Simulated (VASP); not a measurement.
# TiB (I-4m2) in VASP: notebook

Runs on TiB. Level: PBEsol. Tasks: single point.

All numbers are computed with VASP 6.6.1; they aren't measurements. Logs are shortened: lines on timing, memory, paths and dates and some standing lists are left out, and cuts for length are marked.

## Step 1: The cell of the first run

The structure is tetragonal, space group I-4m2 (No. 119). Conventional cell: a = 2.923 Å, b = 2.923 Å, c = 4.341 Å, α = 90.00°, β = 90.00°, γ = 90.00°. Within 2.4 Å of Ti (site symmetry -4m2) lie 4 B at 1.82 Å. B (site symmetry -4m2) has 4 Ti at 1.82 Å within 2.4 Å.

## Step 2: Single point, PBEsol

INCAR reads:

```
SYSTEM = TiB
PREC     = Accurate       ! precision mode
ENCUT    = 520            ! plane-wave cutoff, eV
EDIFF    = 1E-6           ! SCF threshold, eV
ISMEAR   = 0              ! smearing method
SIGMA    = 0.15           ! smearing width, eV
LREAL    = .FALSE.        ! projectors in reciprocal space
LASPH    = .TRUE.         ! aspherical terms in the spheres
NELM     = 60             ! most SCF steps
ALGO     = Normal         ! electronic algorithm
ISIF     = 2              ! what is computed and relaxed
LWAVE    = .FALSE.        ! write WAVECAR
LCHARG   = .FALSE.        ! write CHGCAR
GGA      = PS             ! functional
NBANDS   = 14             ! bands
```

KPOINTS reads:

```
regular mesh
0
G
  22 22 22
  0 0 0
```

POSCAR reads:

```
TiB
1.0
    0.0000000000      2.0671069764      2.1704623253
    2.0671069764      0.0000000000      2.1704623253
    2.0671069764      2.0671069764      0.0000000000
Ti B
1 1
Direct
    0.7500000000      0.7500000000      0.7500000000
    0.0000000000      0.0000000000      0.0000000000
```

Potentials or basis: VASP PAW PBE potentials, release 64 (Ti_sv, B).

Run with:

```bash
$ cat potpaw_PBE.64/Ti_sv/POTCAR potpaw_PBE.64/B/POTCAR > POTCAR
$ mpirun -np 1 vasp_std > vasp.out
```

OUTCAR:

```text
SYSTEM = TiB
   PREC = Accurate
   ENCUT = 520
   EDIFF = 1E-6
   ISMEAR = 0
   LREAL = .FALSE.
   LASPH = .TRUE.
   NELM = 60
   ISIF = 2
   GGA = PS

 ion  position               nearest neighbor table
   1  0.750  0.750  0.750-   2 1.82   2 1.82   2 1.82   2 1.82
   2  0.000  0.000  0.000-   1 1.82   1 1.82   1 1.82   1 1.82

  LATTYP: Found a body centered tetragonal cell.
 ALAT       =     2.9233307209
 C/A-ratio  =     1.4849242405

  Lattice vectors:

 A1 = (  -2.0671069764,   0.0000000000,   2.1704623253)
 A2 = (   2.0671069764,   0.0000000000,   2.1704623253)
 A3 = (   0.0000000000,   2.0671069764,  -2.1704623253)

Analysis of symmetry for initial positions (statically):
=====================================================================
 Subroutine PRICEL returns:
 Original cell was already a primitive cell.

 Routine SETGRP: Setting up the symmetry group for a
 body centered tetragonal supercell.

 Subroutine GETGRP returns: Found  8 space group operations
 (whereof  8 operations were pure point group operations)
 out of a pool of 16 trial point group operations.

The static configuration has the point symmetry D_2d.

Analysis of symmetry for dynamics (positions and initial velocities):
=====================================================================
 Subroutine PRICEL returns:
 Original cell was already a primitive cell.

 Routine SETGRP: Setting up the symmetry group for a
 body centered tetragonal supercell.

 Subroutine GETGRP returns: Found  8 space group operations
 (whereof  8 operations were pure point group operations)
 out of a pool of 16 trial point group operations.

The dynamic configuration has the point symmetry D_2d.

 Subroutine INISYM returns: Found  8 space group operations
 (whereof  8 operations are pure point group operations),
 and found     1 'primitive' translations

----------------------------------------------------------------------------------------

                                     Primitive cell

  volume of cell :      18.5485

  direct lattice vectors                    reciprocal lattice vectors
     0.000000000  2.067106976  2.170462325    -0.241883950  0.241883950  0.230365666
     2.067106976  0.000000000  2.170462325     0.241883950 -0.241883950  0.230365666
     2.067106976  2.067106976  0.000000000     0.241883950  0.241883950 -0.230365666

  length of vectors
     2.997305116  2.997305116  2.923330721     0.412412452  0.412412452  0.412412452

  position of ions in fractional coordinates (direct lattice)
     0.750000000  0.750000000  0.750000000
     0.000000000  0.000000000  0.000000000

  ion indices of the primitive-cell ions
   primitive index   ion index
                 1           1
                 2           2

----------------------------------------------------------------------------------------

 KPOINTS: regular mesh

Automatic generation of k-mesh.
 Grid dimensions read from file:
 generate k-points for:   22   22   22

 Generating k-lattice:

  Cartesian coordinates                     Fractional coordinates (reciprocal lattice)
    -0.010994725  0.010994725  0.010471167     0.045454545  0.000000000  0.000000000
     0.010994725 -0.010994725  0.010471167     0.000000000  0.045454545  0.000000000
     0.010994725  0.010994725 -0.010471167     0.000000000  0.000000000  0.045454545

  Length of vectors
     0.018746021  0.018746021  0.018746021

  Shift w.r.t. Gamma in fractional coordinates (k-lattice)
     0.000000000  0.000000000  0.000000000

 Subroutine IBZKPT returns following result:
 ===========================================

 Found    834 irreducible k-points:

 Following reciprocal coordinates:
            Coordinates               Weight
  0.000000  0.000000  0.000000      1.000000
  0.045455  0.000000  0.000000      8.000000
  0.090909  0.000000  0.000000      8.000000
  0.136364  0.000000  0.000000      8.000000
  0.181818 -0.000000  0.000000      8.000000
  0.227273  0.000000  0.000000      8.000000
[... 16 lines left out ...]
  0.500000  0.045455  0.000000      8.000000
 -0.454545  0.045455  0.000000      8.000000
 [... further k-points ...]
   k-points           NKPTS =    834   k-points in BZ     NKDIM =    834   number of bands    NBANDS=     14
   number of dos      NEDOS =    301   number of ions     NIONS =      2
   total plane-waves  NPLWV =  13824
   dimension x,y,z NGX =    24 NGY =   24 NGZ =   24
   dimension x,y,z NGXF=    48 NGYF=   48 NGZF=   48
   ions per type =               1   1
   NGX,Y,Z   is equivalent  to a cutoff of  13.31, 13.31, 13.65 a.u.
   NGXF,Y,Z  is equivalent  to a cutoff of  26.62, 26.62, 27.30 a.u.
 SYSTEM =  TiB
   PREC   = accura    normal or accurate (medium, high low for compatibility)
   ISTART =      0    job   : 0-new  1-cont  2-samecut
   ICHARG =      2    charge: 1-file 2-atom 10-const
   ISPIN  =      1    spin polarized calculation?
   LNONCOLLINEAR =      F non collinear calculations
   LSORBIT =      F    spin-orbit coupling
   LASPH  =      T    aspherical Exc in radial PAW
   ENCUT  =  520.0 eV  38.22 Ry    6.18 a.u.   5.57  5.57  5.44*2*pi/ulx,y,z
   NELM   =     60;   NELMIN=  2; NELMDL= -5     # of ELM steps
   EDIFF  = 0.1E-05   stopping-criterion for ELM
   LREAL  =      F    real-space projection
   EDIFFG = 0.1E-04   stopping-criterion for IOM
   NSW    =      0    number of steps for IOM
   IBRION =     -1    ionic relax: 0-MD 1-quasi-New 2-CG
   NFREE  =      0    steps in history (QN), initial steepest desc. (CG)
   ISIF   =      2    stress and relaxation
   ISYM   =      2    0-nonsym 1-usesym 2-fastsym
   POTIM  = 0.5000    time-step for ionic-motion
   TEBEG  =    0.0;   TEEND  =   0.0 temperature during run
   PSTRESS=    0.0 pullay stress
   NELECT =      15.0000    total number of electrons
   NUPDOWN=      -1.0000    fix difference up-down
   EMIN   =  10.00;   EMAX   =-10.00  energy-range for DOS
   EFERMI =   0.00;   METHOD = LEGACY
   ISMEAR =     0;   SIGMA  =   0.15  broadening in eV -4-tet -1-fermi 0-gaus
   EFERMI_NEDOS =   21; number of points for ismear=-14 and -15
   IALGO  =     38    algorithm
   IMIX   =      4    mixing-type and parameters
     AMIX     =   0.40;   BMIX     =  1.00
     AMIX_MAG =   1.60;   BMIX_MAG =  1.00
  volume/ion in A,a.u.               =       9.27        62.59
  Fermi-wavevector in a.u.,A,eV,Ry     =   1.525232  2.882270 31.651671  2.326332
  Thomas-Fermi vector in A             =   2.633430
   LORBIT       =      0    0 simple, 1 ext, 2 COOP (PROOUT), +10 PAW based schemes
   GGA     = PS    functional components
   LHFCALC =     F    Hartree Fock is set to
   AEXX    =    0.0000 exact exchange contribution
   IVDW    =     0    specifies the selected vdW correction
   LEPSILON=     F    determine dielectric tensor
   LRPA    =     F    only Hartree local field effects (RPA)
 non-spin polarized calculation
 Gauss-broadening in eV      SIGMA  =   0.15
  energy-cutoff  :      520.00
  volume of cell :       18.55
 maximum number of plane-waves:       533
   NGX = 11   NGY = 11   NGZ = 11

 number of electron      14.9999999 magnetization

 Free energy of the ion-electron system (eV)
  ---------------------------------------------------
  ext. energy  EPLUGINS =         0.00000000
  ---------------------------------------------------
  free energy    TOTEN  =       -11.12019243 eV

  energy without entropy =      -11.10900838  energy(sigma->0) =      -11.11460041

 E-fermi :   9.2131     XC(G=0): -12.9112

 val. band max:        9.2054152221   @ k =   0.5000   0.0909   0.2727
 cond. band min:       9.2156135214   @ k =  -0.3182   0.2727   0.0000
 fundamental gap:      0.0101982993
 Fermi energy:         9.2131234004

 k-point     1 :       0.0000    0.0000    0.0000
  band No.  band energies     occupation
      1     -45.4447      2.00000
      2     -21.6802      2.00000
      3     -21.6240      2.00000
      4     -21.6240      2.00000
      5       0.1731      2.00000
      6       7.1598      2.00000
      7       7.3410      2.00000
      8       7.3410      2.00000
      9      12.1319      0.00000
     10      12.7271      0.00000
     11      21.4012      0.00000
     12      21.4932      0.00000
     13      22.1969      0.00000
     14      22.1969      0.00000

 k-point     2 :       0.0455    0.0000    0.0000
  band No.  band energies     occupation
      1     -45.4423      2.00000
      2     -21.6879      2.00000
      3     -21.6361      2.00000
      4     -21.6259      2.00000
      5       0.2324      2.00000
      6       7.1670      2.00000
      7       7.3330      2.00000
      8       7.3692      2.00000
      9      12.1110      0.00000
     10      12.6966      0.00000
     11      21.3500      0.00000
     12      21.6069      0.00000
     13      22.1222      0.00000
     14      22.2041      0.00000

 k-point     3 :       0.0909    0.0000    0.0000
  band No.  band energies     occupation
      1     -45.4354      2.00000
      2     -21.7204      2.00000
      3     -21.6611      2.00000
      4     -21.6315      2.00000
      5       0.4071      2.00000
      6       7.1473      2.00000
      7       7.3497      2.00000
      8       7.4504      2.00000
      9      12.0584      0.00000
     10      12.6147      0.00000
     11      21.1805      0.00000
     12      21.8044      0.00000
     13      22.0458      0.00000
     14      22.2081      0.00000
[... 324 lines left out ...]
 k-point    23 :       0.5000    0.0455    0.0000
  band No.  band energies     occupation
      1     -45.3251      2.00000
      2     -22.4280      2.00000
      3     -21.8118      2.00000
      4     -21.7213      2.00000
      5       3.6170      2.00000
      6       6.6831      2.00000
      7       7.7183      2.00000
      8       8.2399      2.00000
      9      13.2680      0.00000
     10      13.3975      0.00000
     11      15.0769      0.00000
     12      19.1557      0.00000
     13      19.3109      0.00000
     14      21.6147      0.00000

 k-point    24 :      -0.4545    0.0455    0.0000
  band No.  band energies     occupation
      1     -45.3255      2.00000
      2     -22.4246      2.00000
      3     -21.8140      2.00000
      4     -21.7177      2.00000
      5       3.5976      2.00000
      6       6.6714      2.00000
      7       7.7124      2.00000
      8       8.2354      2.00000
      9      13.1432      0.00000
     10      13.4828      0.00000
     11      15.1611      0.00000
     12      19.0844      0.00000
     13      19.4673      0.00000
     14      21.5977      0.00000

 [... further k-points ...]

------------------------ aborting loop because EDIFF is reached ----------------------------------------

  FORCE on cell =-STRESS in cart. coord.  units (eV):
  Direction    XX          YY          ZZ          XY          YZ          ZX
  --------------------------------------------------------------------------------------
  -------------------------------------------------------------------------------------
  Total       12.5725752     12.5725752     13.7119570      0.0000000      0.0000000     -0.0000000
  in kB     1085.9921122   1085.9921122   1184.4094740      0.0000000      0.0000000     -0.0000000
  external PRESSURE =    1118.7978994 kB  Pullay stress =       0.0000000 kB

 VOLUME and BASIS-vectors are now :
 -----------------------------------------------------------------------------
  energy-cutoff  :      520.00
  volume of cell :       18.55
      direct lattice vectors                 reciprocal lattice vectors
     0.000000000  2.067106976  2.170462325    -0.241883950  0.241883950  0.230365666
     2.067106976  0.000000000  2.170462325     0.241883950 -0.241883950  0.230365666
     2.067106976  2.067106976  0.000000000     0.241883950  0.241883950 -0.230365666

 POSITION                                       TOTAL-FORCE (eV/Angst)
 -----------------------------------------------------------------------------------
      3.10066      3.10066      3.25569        -0.000000     -0.000000      0.000000
      0.00000      0.00000      0.00000         0.000000      0.000000      0.000000
 -----------------------------------------------------------------------------------
    total drift:                               -0.000001     -0.000001      0.000003

  FREE ENERGIE OF THE ION-ELECTRON SYSTEM (eV)
  ---------------------------------------------------
  free  energy   TOTEN  =       -11.1201924299 eV

  energy  without entropy=      -11.1090083831  energy(sigma->0) =      -11.11460041
```

Run time: 2.5 min. Hardware: 1 thread of Intel Xeon Platinum 8375C at 2.90GHz (Ice Lake), shared host; peak memory 0.34 GiB.

What came out:

| Item | Value |
| --- | --- |
| Free energy | -11.1202 eV |
| Pressure | 111.9 GPa |

Caveat: the PAW data sets were made with another functional, which shifts forces and pressure a little.

## Step 3: Single point, PBEsol

INCAR reads:

```
  PREC = Accurate
  ENCUT = 520
  EDIFF = 1E-7
  ISMEAR = 0
  SIGMA = 0.15
  LREAL = F
  LASPH = T
  NELM = 60
  ALGO = Normal
  ISIF = 2
  LWAVE = F
  LCHARG = F
  GGA = PS
  NBANDS = 14
```

KPOINTS reads:

```
regular mesh
0
Gamma
  22 22 22
```

POSCAR reads:

```
TiB
1.0
    0.0000000000      2.1297843988      2.0445930228
    2.1297843988      0.0000000000      2.0445930228
    2.1297843988      2.1297843988      0.0000000000
Ti B
1 1
Direct
    0.7500000000      0.7500000000      0.7500000000
    0.0000000000      0.0000000000      0.0000000000
```

Potentials or basis: VASP PAW PBE potentials, release 64 (Ti_sv, B).

Run with:

```bash
$ cat potpaw_PBE.64/Ti_sv/POTCAR potpaw_PBE.64/B/POTCAR > POTCAR
$ mpirun -np 1 vasp_std > vasp.out
```

OUTCAR:

```text
PREC = Accurate
   ENCUT = 520
   EDIFF = 1E-7
   ISMEAR = 0
   LREAL = F
   LASPH = T
   NELM = 60
   ISIF = 2
   GGA = PS

 ion  position               nearest neighbor table
   1  0.750  0.750  0.750-   2 1.82   2 1.82   2 1.82   2 1.82
   2  0.000  0.000  0.000-   1 1.82   1 1.82   1 1.82   1 1.82

  LATTYP: Found a body centered tetragonal cell.
 ALAT       =     3.0119699817
 C/A-ratio  =     1.3576450198

  Lattice vectors:

 A1 = (   0.0000000000,  -2.1297843988,  -2.0445930228)
 A2 = (   0.0000000000,   2.1297843988,  -2.0445930228)
 A3 = (   2.1297843988,   0.0000000000,   2.0445930228)

Analysis of symmetry for initial positions (statically):
=====================================================================
 Subroutine PRICEL returns:
 Original cell was already a primitive cell.

 Routine SETGRP: Setting up the symmetry group for a
 body centered tetragonal supercell.

 Subroutine GETGRP returns: Found  8 space group operations
 (whereof  8 operations were pure point group operations)
 out of a pool of 16 trial point group operations.

The static configuration has the point symmetry D_2d.
[... 175 lines left out ...]
      5       0.1746      2.00000
      6       7.2276      2.00000
      7       7.2276      2.00000
      8       7.3659      2.00000
      9      12.2033      0.00000
     10      12.6599      0.00000
     11      21.4846      0.00000
     12      21.7425      0.00000
     13      21.7425      0.00000
     14      22.3359      0.00000
[... 377 lines left out ...]
      1     -45.3265      2.00000
      2     -22.4237      2.00000
      3     -21.7931      2.00000
      4     -21.7424      2.00000
      5       3.5932      2.00000
      6       6.6775      2.00000
      7       7.8066      2.00000
      8       8.1352      2.00000
      9      13.2779      0.00000
     10      13.3065      0.00000
     11      15.1500      0.00000
     12      19.2476      0.00000
     13      19.3613      0.00000
     14      21.5869      0.00000

 [... further k-points ...]

------------------------ aborting loop because EDIFF is reached ----------------------------------------

  FORCE on cell =-STRESS in cart. coord.  units (eV):
  Direction    XX          YY          ZZ          XY          YZ          ZX
  --------------------------------------------------------------------------------------
  -------------------------------------------------------------------------------------
  Total       13.3609401     13.3609401     12.1696060      0.0000000      0.0000000      0.0000000
  in kB     1154.0893878   1154.0893878   1051.1844986      0.0000000      0.0000000      0.0000000
  external PRESSURE =    1119.7877581 kB  Pullay stress =       0.0000000 kB

 VOLUME and BASIS-vectors are now :
 -----------------------------------------------------------------------------
  energy-cutoff  :      520.00
  volume of cell :       18.55
      direct lattice vectors                 reciprocal lattice vectors
     0.000000000  2.129784399  2.044593023    -0.234765547  0.234765547  0.244547445
     2.129784399  0.000000000  2.044593023     0.234765547 -0.234765547  0.244547445
     2.129784399  2.129784399  0.000000000     0.234765547  0.234765547 -0.244547445

 POSITION                                       TOTAL-FORCE (eV/Angst)
 -----------------------------------------------------------------------------------
      3.19468      3.19468      3.06689         0.000000      0.000000      0.000000
      0.00000      0.00000      0.00000        -0.000000     -0.000000      0.000000
 -----------------------------------------------------------------------------------
    total drift:                                0.000002      0.000002     -0.000003

  FREE ENERGIE OF THE ION-ELECTRON SYSTEM (eV)
  ---------------------------------------------------
  free  energy   TOTEN  =       -11.1165820071 eV

  energy  without entropy=      -11.1054600701  energy(sigma->0) =      -11.11102104
```

stdout:

```text
POSCAR found type information on POSCAR TiB
 POSCAR found :  2 types and       2 ions
 scaLAPACK will be used
 -----------------------------------------------------------------------------
|                                                                             |
|                                                                             |
|     You enforced a specific xc type in the INCAR file but a different       |
|     I HOPE YOU KNOW WHAT YOU ARE DOING!                                     |
|                                                                             |
 -----------------------------------------------------------------------------

 LDA part: xc-table for (Slater+PW92), standard interpolation
 POSCAR, INCAR and KPOINTS ok, starting setup
 FFT: planning ... GRIDC
 FFT: planning ... GRID_SOFT
 FFT: planning ... GRID
 WAVECAR not read
 entering main loop
```

Run time: 72 s. Hardware: 1 thread of Intel Xeon 6975P-C (Granite Rapids), shared host; peak memory 0.33 GiB.

Results:

* Free energy: -11.1166 eV
* Pressure: 112.0 GPa

Caveat: the PAW data sets were made with another functional, which shifts forces and pressure a little.
